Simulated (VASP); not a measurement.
Here is a VASP 6.6.1 calculation.

The input INCAR:

```
PREC = Accurate ; ENCUT = 520
EDIFF = 1E-6 ; ISMEAR = -1
SIGMA = 0.1 ; LREAL = F
LASPH = T ; NELM = 100
ALGO = Normal ; ISIF = 2
LWAVE = F ; LCHARG = F
GGA = PE ; NBANDS = 16
```

Contents of KPOINTS:

```
regular mesh
0
Gamma
  13 13 13
```

File POSCAR:

```
GaSb
1.0
    3.2375463701      0.0000000000      0.0000000000
    0.0000000000      3.2375463701      0.0000000000
    0.0000000000      0.0000000000      3.2375463701
Ga Sb
1 1
Direct
    0.0000000000      0.0000000000      0.0000000000
    0.5000000000      0.5000000000      0.5000000000
```

Potentials or basis: VASP PAW PBE potentials, release 64 (Ga_d, Sb).

Launch:

```sh
$ cat potpaw_PBE.64/Ga_d/POTCAR potpaw_PBE.64/Sb/POTCAR > POTCAR
$ mpirun -np 1 vasp_std > vasp.out
```

Q: What does it give for the band gap on the k mesh?

A: Zero (band 9 reaches 13.63 eV, above the bottom of band 10 at 8.26 eV).

Q: Estimate the pressure.

A: 36.4 GPa.

Caveat: spin-orbit coupling is left out, which moves the levels of the heavy elements.
